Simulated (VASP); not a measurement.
Write the native input for VASP 6.6.1 that does the following.

```
Task                   : single point
Functional             : PBE
Potentials or basis    : VASP PAW PBE potentials, release 64 (In_d, Sb)
Cutoff                 : 520 eV
k mesh                 : 10 × 10 × 10
Occupations            : fermi-dirac, width 0.03 eV
Spin                   : no spin polarisation
Dipole correction      : no
Further INCAR settings : ALGO = Normal; EDIFF = 1e-06; NBANDS = 16
```

The structure of InSb lies in POSCAR:

```
InSb
1.0
    0.0000000000      3.2391000000      3.2391000000
    3.2391000000      0.0000000000      3.2391000000
    3.2391000000      3.2391000000      0.0000000000
In Sb
1 1
Direct
    0.0000000000      0.0000000000      0.0000000000
    0.7500000000      0.7500000000      0.7500000000
```

These files were run (other wordings do the same):

INCAR

```
  PREC = Accurate
  ENCUT = 520
  EDIFF = 1E-6
  ISMEAR = -1
  SIGMA = 0.03
  LREAL = False
  LASPH = True
  NELM = 100
  ALGO = Normal
  ISIF = 2
  LWAVE = False
  LCHARG = False
  GGA = PE
  NBANDS = 16
```

KPOINTS

```
Automatic mesh
0
Gamma
  10 10 10
```

Potentials or basis: VASP PAW PBE potentials, release 64 (In_d, Sb).

Run with:

```sh
$ cat potpaw_PBE.64/In_d/POTCAR potpaw_PBE.64/Sb/POTCAR > POTCAR
$ mpirun -np 1 vasp_std > vasp.out
```

It gave:

```json
{
  "Pressure": "3.1 GPa",
  "Band gap on the k mesh": "zero (filled and empty bands touch)"
}
```

Caveat: the cell stands under pressure; semilocal functionals underestimate gaps, so a narrow gap can read as zero; spin-orbit coupling is left out, which moves the levels of the heavy elements.

Run time: 19 s on 1 thread of Intel(R) Xeon(R) 6975P-C (Granite Rapids) (shared host), peak memory 0.23 GiB.
